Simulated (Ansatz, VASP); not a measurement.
P: VASP beside Ansatz

The input INCAR:

```
ALGO = Normal
EDIFF = 1E-6
ENCUT = 500
GGA = PE
GGA_COMPAT = False
ISIF = 2
ISMEAR = 0
LASPH = True
LCHARG = True
LELF = True
LREAL = False
LVHAR = True
LWAVE = False
NBANDS = 8
NELM = 120
PREC = Accurate
SIGMA = 0.1
```

Contents of KPOINTS:

```
k-points
0
Gamma
  18 18 18
```

Contents of POSCAR:

```
P
1.0
    0.0000000000      2.0730454022      2.0730454022
    2.0730454022      0.0000000000      2.0730454022
    2.0730454022      2.0730454022      0.0000000000
P
1
Direct
    0.0000000000      0.0000000000      0.0000000000
```

Input for Ansatz:

```yaml
crystal:
  lattice:
    - [0.0, 2.0730454022, 2.0730454022]
    - [2.0730454022, 0.0, 2.0730454022]
    - [2.0730454022, 2.0730454022, 0.0]
  atoms:
    - { symbol: P, position: [0.0, 0.0, 0.0] }
basis:
  ecutwfc: 420
kpoints:
  mp_grid: { grid: [18, 18, 18] }
hamiltonian:
  xc: pbe
scf:
  occupations: { method: gaussian, width: 0.1 }
output:
  forces: true
  stress: true
  eigenvalues: true
  populations: true
```

Alike in both runs: task single point; functional PBE; k mesh 18 × 18 × 18; occupations gaussian, width 0.1 eV; no spin polarisation.

|  | VASP | Ansatz |
| --- | --- | --- |
| version | VASP 6.6.1 | Ansatz 0.2.0 |
| potentials or method | VASP PAW PBE potentials, release 64 (P), cutoff 500 eV | scalar-relativistic, plane waves, PAW |
| valence electrons in the cell | 5 | 5 |

|  | VASP | Ansatz | Ansatz less VASP |
| --- | --- | --- | --- |
| gap on the k mesh at the Fermi level (eV) | none | none | - |
| pressure (GPa) | -12.7 | -12.6 | +0.09 |

A gap of «none» marks a metal or a gap that the smearing closes.
